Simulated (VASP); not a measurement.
# NaF (rocksalt type) (Fm-3m) in VASP: a series of runs

The runs below take NaF (rocksalt type) through single point, with PBE.

Everything below comes from runs of VASP 6.6.1. Logs are shortened: lines on timing, memory, paths and dates and some standing lists are left out, and cuts for length are marked.

**1. The cell of the first run**

It takes space group Fm-3m (No. 225, cubic). Conventional cell: a = 4.701 Å, b = 4.701 Å, c = 4.701 Å, α = 90.00°, β = 90.00°, γ = 90.00°. Na (site symmetry m-3m) has 6 F at 2.35 Å within 3.1 Å. F (site symmetry m-3m) has 6 Na at 2.35 Å within 3.1 Å.

**2. Single point, PBE**

The input, INCAR:

```
SYSTEM = NaF
PREC     = Accurate       ! precision mode
ENCUT    = 520            ! plane-wave cutoff, eV
EDIFF    = 1E-6           ! SCF threshold, eV
ISMEAR   = -1             ! smearing method
SIGMA    = 0.15           ! smearing width, eV
LREAL    = .FALSE.        ! projectors in reciprocal space
LASPH    = .TRUE.         ! aspherical terms in the spheres
NELM     = 80             ! most SCF steps
ALGO     = Normal         ! electronic algorithm
ISIF     = 2              ! what is computed and relaxed
LWAVE    = .FALSE.        ! write WAVECAR
LCHARG   = .TRUE.         ! write CHGCAR
GGA      = PE             ! functional
LELF     = .TRUE.         ! ELF
LVHAR    = .TRUE.       
NBANDS   = 14             ! bands
```

The input, KPOINTS:

```
regular mesh
0
G
  16 16 16
  0 0 0
```

The input, POSCAR:

```
NaF
1.0
    0.0000000000      2.3505696169      2.3505696169
    2.3505696169      0.0000000000      2.3505696169
    2.3505696169      2.3505696169      0.0000000000
Na F
1 1
Direct
    0.0000000000      0.0000000000      0.0000000000
    0.5000000000      0.5000000000      0.5000000000
```

Potentials or basis: VASP PAW PBE potentials, release 64 (Na_pv, F).

Started as:

```bash
cat potpaw_PBE.64/Na_pv/POTCAR potpaw_PBE.64/F/POTCAR > POTCAR
mpirun -np 1 vasp_std > vasp.out
```

OUTCAR:

```text
SYSTEM = NaF
   PREC = Accurate
   ENCUT = 520
   EDIFF = 1E-6
   ISMEAR = -1
   LREAL = .FALSE.
   LASPH = .TRUE.
   NELM = 80
   ISIF = 2
   GGA = PE

 ion  position               nearest neighbor table
   1  0.000  0.000  0.000-
   2  0.500  0.500  0.500-

  LATTYP: Found a face centered cubic cell.
 ALAT       =     4.7011392338

  Lattice vectors:

 A1 = (   0.0000000000,   2.3505696169,   2.3505696169)
 A2 = (   2.3505696169,   0.0000000000,   2.3505696169)
 A3 = (   2.3505696169,   2.3505696169,   0.0000000000)

Analysis of symmetry for initial positions (statically):
=====================================================================
 Subroutine PRICEL returns:
 Original cell was already a primitive cell.

 Routine SETGRP: Setting up the symmetry group for a
 face centered cubic supercell.

 Subroutine GETGRP returns: Found 48 space group operations
 (whereof 48 operations were pure point group operations)
 out of a pool of 48 trial point group operations.

The static configuration has the point symmetry O_h .

Analysis of symmetry for dynamics (positions and initial velocities):
=====================================================================
 Subroutine PRICEL returns:
 Original cell was already a primitive cell.

 Routine SETGRP: Setting up the symmetry group for a
 face centered cubic supercell.

 Subroutine GETGRP returns: Found 48 space group operations
 (whereof 48 operations were pure point group operations)
 out of a pool of 48 trial point group operations.

The dynamic configuration has the point symmetry O_h .

 Subroutine INISYM returns: Found 48 space group operations
 (whereof 48 operations are pure point group operations),
 and found     1 'primitive' translations

----------------------------------------------------------------------------------------

                                     Primitive cell

  volume of cell :      25.9746

  direct lattice vectors                    reciprocal lattice vectors
     0.000000000  2.350569617  2.350569617    -0.212714398  0.212714398  0.212714398
     2.350569617  0.000000000  2.350569617     0.212714398 -0.212714398  0.212714398
     2.350569617  2.350569617  0.000000000     0.212714398  0.212714398 -0.212714398

  length of vectors
     3.324207432  3.324207432  3.324207432     0.368432144  0.368432144  0.368432144

  position of ions in fractional coordinates (direct lattice)
     0.000000000  0.000000000  0.000000000
     0.500000000  0.500000000  0.500000000

  ion indices of the primitive-cell ions
   primitive index   ion index
                 1           1
                 2           2

----------------------------------------------------------------------------------------

 KPOINTS: regular mesh

Automatic generation of k-mesh.
 Grid dimensions read from file:
 generate k-points for:   16   16   16

 Generating k-lattice:

  Cartesian coordinates                     Fractional coordinates (reciprocal lattice)
    -0.013294650  0.013294650  0.013294650     0.062500000  0.000000000  0.000000000
     0.013294650 -0.013294650  0.013294650     0.000000000  0.062500000  0.000000000
     0.013294650  0.013294650 -0.013294650     0.000000000  0.000000000  0.062500000

  Length of vectors
     0.023027009  0.023027009  0.023027009

  Shift w.r.t. Gamma in fractional coordinates (k-lattice)
     0.000000000  0.000000000  0.000000000

 Subroutine IBZKPT returns following result:
 ===========================================

 Found    145 irreducible k-points:

 Following reciprocal coordinates:
            Coordinates               Weight
  0.000000  0.000000  0.000000      1.000000
  0.062500  0.000000  0.000000      8.000000
  0.125000  0.000000  0.000000      8.000000
  0.187500  0.000000  0.000000      8.000000
  0.250000  0.000000  0.000000      8.000000
  0.312500  0.000000  0.000000      8.000000
[... 16 lines left out ...]
 -0.125000  0.062500  0.000000     24.000000
 -0.062500  0.062500  0.000000     12.000000
 [... further k-points ...]
   k-points           NKPTS =    145   k-points in BZ     NKDIM =    145   number of bands    NBANDS=     14
   number of dos      NEDOS =    301   number of ions     NIONS =      2
   total plane-waves  NPLWV =  21952
   dimension x,y,z NGX =    28 NGY =   28 NGZ =   28
   dimension x,y,z NGXF=    56 NGYF=   56 NGZF=   56
   ions per type =               1   1
   NGX,Y,Z   is equivalent  to a cutoff of  14.00, 14.00, 14.00 a.u.
   NGXF,Y,Z  is equivalent  to a cutoff of  28.01, 28.01, 28.01 a.u.
 SYSTEM =  NaF
   PREC   = accura    normal or accurate (medium, high low for compatibility)
   ISTART =      0    job   : 0-new  1-cont  2-samecut
   ICHARG =      2    charge: 1-file 2-atom 10-const
   ISPIN  =      1    spin polarized calculation?
   LNONCOLLINEAR =      F non collinear calculations
   LSORBIT =      F    spin-orbit coupling
   LASPH  =      T    aspherical Exc in radial PAW
   ENCUT  =  520.0 eV  38.22 Ry    6.18 a.u.   6.18  6.18  6.18*2*pi/ulx,y,z
   NELM   =     80;   NELMIN=  2; NELMDL= -5     # of ELM steps
   EDIFF  = 0.1E-05   stopping-criterion for ELM
   LREAL  =      F    real-space projection
   EDIFFG = 0.1E-04   stopping-criterion for IOM
   NSW    =      0    number of steps for IOM
   IBRION =     -1    ionic relax: 0-MD 1-quasi-New 2-CG
   NFREE  =      0    steps in history (QN), initial steepest desc. (CG)
   ISIF   =      2    stress and relaxation
   ISYM   =      2    0-nonsym 1-usesym 2-fastsym
   POTIM  = 0.5000    time-step for ionic-motion
   TEBEG  =    0.0;   TEEND  =   0.0 temperature during run
   PSTRESS=    0.0 pullay stress
   NELECT =      14.0000    total number of electrons
   NUPDOWN=      -1.0000    fix difference up-down
   EMIN   =  10.00;   EMAX   =-10.00  energy-range for DOS
   EFERMI =   0.00;   METHOD = LEGACY
   ISMEAR =    -1;   SIGMA  =   0.15  broadening in eV -4-tet -1-fermi 0-gaus
   EFERMI_NEDOS =   21; number of points for ismear=-14 and -15
   IALGO  =     38    algorithm
   IMIX   =      4    mixing-type and parameters
     AMIX     =   0.40;   BMIX     =  1.00
     AMIX_MAG =   1.60;   BMIX_MAG =  1.00
  volume/ion in A,a.u.               =      12.99        87.64
  Fermi-wavevector in a.u.,A,eV,Ry     =   1.332297  2.517676 24.150550  1.775015
  Thomas-Fermi vector in A             =   2.461243
   LORBIT       =      0    0 simple, 1 ext, 2 COOP (PROOUT), +10 PAW based schemes
   GGA     = PE    functional components
   LHFCALC =     F    Hartree Fock is set to
   AEXX    =    0.0000 exact exchange contribution
   IVDW    =     0    specifies the selected vdW correction
   LEPSILON=     F    determine dielectric tensor
   LRPA    =     F    only Hartree local field effects (RPA)
 non-spin polarized calculation
  energy-cutoff  :      520.00
  volume of cell :       25.97
 maximum number of plane-waves:       725
 NGX is ok and might be reduce to    28
   NGX = 13   NGY = 13   NGZ = 13

 number of electron      14.0000002 magnetization

 Free energy of the ion-electron system (eV)
  ---------------------------------------------------
  ext. energy  EPLUGINS =         0.00000000
  ---------------------------------------------------
  free energy    TOTEN  =        -8.56944432 eV

  energy without entropy =       -8.56944431  energy(sigma->0) =       -8.56944432

 E-fermi :   1.1973     XC(G=0):  -8.9516

 val. band max:       -2.2657692723   @ k =   0.0000   0.0000   0.0000
 cond. band min:       3.8059009316   @ k =   0.0000   0.0000   0.0000
 fundamental gap:      6.0716702040
 Fermi energy:         1.1973360661

 k-point     1 :       0.0000    0.0000    0.0000
  band No.  band energies     occupation
      1     -21.3702      2.00000
      2     -21.3437      2.00000
      3     -21.3437      2.00000
      4     -21.3437      2.00000
      5      -2.2658      2.00000
      6      -2.2658      2.00000
      7      -2.2658      2.00000
      8       3.8059      0.00000
      9      16.4009      0.00000
     10      16.4009      0.00000
     11      16.4009      0.00000
     12      19.1754      0.00000
     13      21.3044      0.00000
     14      21.3044      0.00000

 k-point     2 :       0.0625    0.0000    0.0000
  band No.  band energies     occupation
      1     -21.4997      2.00000
      2     -21.3441      2.00000
      3     -21.3441      2.00000
      4     -21.2091      2.00000
      5      -2.3417      2.00000
      6      -2.2749      2.00000
      7      -2.2749      2.00000
      8       3.9451      0.00000
      9      15.7847      0.00000
     10      16.4586      0.00000
     11      16.4586      0.00000
     12      19.8564      0.00000
     13      21.1044      0.00000
     14      21.1044      0.00000

 k-point     3 :       0.1250    0.0000    0.0000
  band No.  band energies     occupation
      1     -21.6320      2.00000
      2     -21.3453      2.00000
      3     -21.3453      2.00000
      4     -21.0632      2.00000
      5      -2.5449      2.00000
      6      -2.3007      2.00000
      7      -2.3007      2.00000
      8       4.3360      0.00000
      9      14.6891      0.00000
     10      16.6205      0.00000
     11      16.6205      0.00000
     12      20.6906      0.00000
     13      20.6906      0.00000
     14      20.9625      0.00000

 k-point     4 :       0.1875    0.0000    0.0000
  band No.  band energies     occupation
      1     -21.7508      2.00000
      2     -21.3470      2.00000
      3     -21.3470      2.00000
      4     -20.9243      2.00000
      5      -2.8203      2.00000
      6      -2.3390      2.00000
      7      -2.3390      2.00000
      8       4.9176      0.00000
      9      13.5995      0.00000
     10      16.8511      0.00000
     11      16.8511      0.00000
     12      20.2896      0.00000
     13      20.2896      0.00000
     14      21.4980      0.00000

 k-point     5 :       0.2500    0.0000    0.0000
  band No.  band energies     occupation
      1     -21.8522      2.00000
      2     -21.3491      2.00000
      3     -21.3491      2.00000
      4     -20.7990      2.00000
      5      -3.1120      2.00000
      6      -2.3838      2.00000
      7      -2.3838      2.00000
      8       5.6237      0.00000
      9      12.6020      0.00000
     10      17.0902      0.00000
     11      17.0902      0.00000
[... 276 lines left out ...]
 k-point    22 :      -0.1875    0.0625    0.0000
  band No.  band energies     occupation
      1     -21.7916      2.00000
      2     -21.3535      2.00000
      3     -21.3457      2.00000
      4     -20.8706      2.00000
      5      -2.9372      2.00000
      6      -2.3855      2.00000
      7      -2.3519      2.00000
      8       5.2386      0.00000
      9      13.1919      0.00000
     10      16.5647      0.00000
     11      17.1924      0.00000
     12      19.5829      0.00000
     13      20.5517      0.00000
     14      21.9149      0.00000

 k-point    23 :      -0.1250    0.0625    0.0000
  band No.  band energies     occupation
      1     -21.6895      2.00000
      2     -21.3504      2.00000
      3     -21.3443      2.00000
      4     -20.9940      2.00000
      5      -2.6688      2.00000
      6      -2.3379      2.00000
      7      -2.3129      2.00000
      8       4.6187      0.00000
      9      14.1757      0.00000
     10      16.4714      0.00000
     11      16.8715      0.00000
     12      20.0207      0.00000
     13      20.8502      0.00000
     14      21.5830      0.00000

 k-point    24 :      -0.0625    0.0625    0.0000
  band No.  band energies     occupation
      1     -21.5823      2.00000
      2     -21.3471      2.00000
      3     -21.3437      2.00000
      4     -21.1175      2.00000
      5      -2.4528      2.00000
      6      -2.2988      2.00000
      7      -2.2858      2.00000
      8       4.1672      0.00000
      9      15.1396      0.00000
     10      16.4252      0.00000
     11      16.6116      0.00000
     12      20.5695      0.00000
     13      20.6440      0.00000
     14      21.1156      0.00000

 [... further k-points ...]
[... 5 lines left out ...]
  --------------------------------------------------------------------------------------
  -------------------------------------------------------------------------------------
  Total       -0.0260316     -0.0260316     -0.0260316      0.0000000     -0.0000000     -0.0000000
  in kB       -1.6056888     -1.6056888     -1.6056888      0.0000000     -0.0000000     -0.0000000
  external PRESSURE =      -1.6056888 kB  Pullay stress =       0.0000000 kB

 VOLUME and BASIS-vectors are now :
 -----------------------------------------------------------------------------
  energy-cutoff  :      520.00
  volume of cell :       25.97
      direct lattice vectors                 reciprocal lattice vectors
     0.000000000  2.350569617  2.350569617    -0.212714398  0.212714398  0.212714398
     2.350569617  0.000000000  2.350569617     0.212714398 -0.212714398  0.212714398
     2.350569617  2.350569617  0.000000000     0.212714398  0.212714398 -0.212714398

 POSITION                                       TOTAL-FORCE (eV/Angst)
 -----------------------------------------------------------------------------------
      0.00000      0.00000      0.00000         0.000000      0.000000     -0.000000
      2.35057      2.35057      2.35057        -0.000000     -0.000000      0.000000
 -----------------------------------------------------------------------------------
    total drift:                                0.000000      0.000000      0.000000

  FREE ENERGIE OF THE ION-ELECTRON SYSTEM (eV)
  ---------------------------------------------------
  free  energy   TOTEN  =        -8.5694443155 eV

  energy  without entropy=       -8.5694443149  energy(sigma->0) =       -8.56944432
```

Wall time 25 s (1 thread of Intel Xeon 6975P-C (Granite Rapids), shared host); peak memory 0.17 GiB.

What came out:

- Free energy: -8.5694 eV
- Pressure: -0.2 GPa
- Band gap on the k mesh: 6.07 eV

Levels at points of the mesh, in eV from the valence-band top:
```
           k point  band 4  band 5  band 6  band 7  band 8  band 9  band 10  band 11
(0.00, 0.00, 0.00)  -19.08    0.00    0.00    0.00    6.07   18.67    18.67    18.67
(0.50, 0.00, 0.00)  -18.28   -1.50   -0.23   -0.23   10.52   12.10    19.64    19.64
(0.50, 0.50, 0.00)  -18.88   -1.21   -0.38   -0.38   12.80   13.15    13.18    19.21
```

**3. Single point, PBE**

The input, INCAR:

```
SYSTEM = NaF
PREC     = Accurate       ! precision mode
ENCUT    = 520            ! plane-wave cutoff, eV
EDIFF    = 1E-6           ! SCF threshold, eV
ISMEAR   = 0              ! smearing method
SIGMA    = 0.2            ! smearing width, eV
LREAL    = .FALSE.        ! projectors in reciprocal space
LASPH    = .TRUE.         ! aspherical terms in the spheres
NELM     = 60             ! most SCF steps
ALGO     = Normal         ! electronic algorithm
ISIF     = 2              ! what is computed and relaxed
LWAVE    = .FALSE.        ! write WAVECAR
LCHARG   = .FALSE.        ! write CHGCAR
GGA      = PE             ! functional
NBANDS   = 14             ! bands
```

KPOINTS is that of step 2.

POSCAR is that of step 2.

Potentials or basis: VASP PAW PBE potentials, release 64 (Na_pv, F).

Started as:

```bash
cat potpaw_PBE.64/Na_pv/POTCAR potpaw_PBE.64/F/POTCAR > POTCAR
mpirun -np 1 vasp_std > vasp.out
```

Run time: 25 s. Hardware: 1 thread of Intel Xeon 6975P-C (Granite Rapids), shared host; peak memory 0.17 GiB.

It converged, with:

```
Free energy            : -8.5694 eV
Pressure               : -0.2 GPa
Band gap on the k mesh : 6.07 eV
```

Levels at points of the mesh, in eV from the valence-band top:
```
           k point  band 4  band 5  band 6  band 7  band 8  band 9  band 10  band 11
(0.00, 0.00, 0.00)  -19.08    0.00    0.00    0.00    6.07   18.67    18.67    18.67
(0.50, 0.00, 0.00)  -18.28   -1.50   -0.23   -0.23   10.52   12.10    19.64    19.64
(0.50, 0.50, 0.00)  -18.88   -1.21   -0.38   -0.38   12.80   13.15    13.18    19.21
```

A k mesh can miss the band edges.

(Part 1 of 2 ends here.)
